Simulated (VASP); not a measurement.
Input of a VASP 6.6.1 run:

Contents of INCAR:

```
SYSTEM = WS2
PREC = Accurate
ENCUT = 520
EDIFF = 1E-6
ISMEAR = -1
SIGMA = 0.02
LREAL = .FALSE.
LASPH = .TRUE.
NELM = 80
ALGO = Normal
ISIF = 2
LWAVE = .FALSE.
LCHARG = .TRUE.
GGA = PE
LELF = .TRUE.
LVHAR = .TRUE.
NBANDS = 35
```

The input KPOINTS:

```
regular mesh
0
G
  12 12 2
  0 0 0
```

Contents of POSCAR:

```
WS2
1.0
    3.1699463526      0.0000000000      0.0000000000
   -1.5849731763      2.7452540700      0.0000000000
    0.0000000000      0.0000000000     12.4910704373
W S
2 4
Direct
    0.3333333333      0.6666666667      0.2500000000
    0.6666666667      0.3333333333      0.7500000000
    0.6666666667      0.3333333333      0.3751079149
    0.6666666667      0.3333333333      0.1248920851
    0.3333333333      0.6666666667      0.8751079149
    0.3333333333      0.6666666667      0.6248920851
```

Potentials or basis: VASP PAW PBE potentials, release 64 (W_sv, S).

Run with:

```sh
$ cat potpaw_PBE.64/W_sv/POTCAR potpaw_PBE.64/S/POTCAR > POTCAR
$ mpirun -np 1 vasp_std > vasp.out
```

(1) What does it give for the pressure?

(2) What does it give for the band gap on the k mesh?

Results:

(1) 3.2 GPa.

(2) 1.06 eV (least direct gap 1.78 eV).

Caveat: the cell stands under pressure; spin-orbit coupling is left out, which moves the levels of the heavy elements; this functional lacks dispersion, which binds layers or chains, so the pressure and a relaxed spacing across them are unreliable.
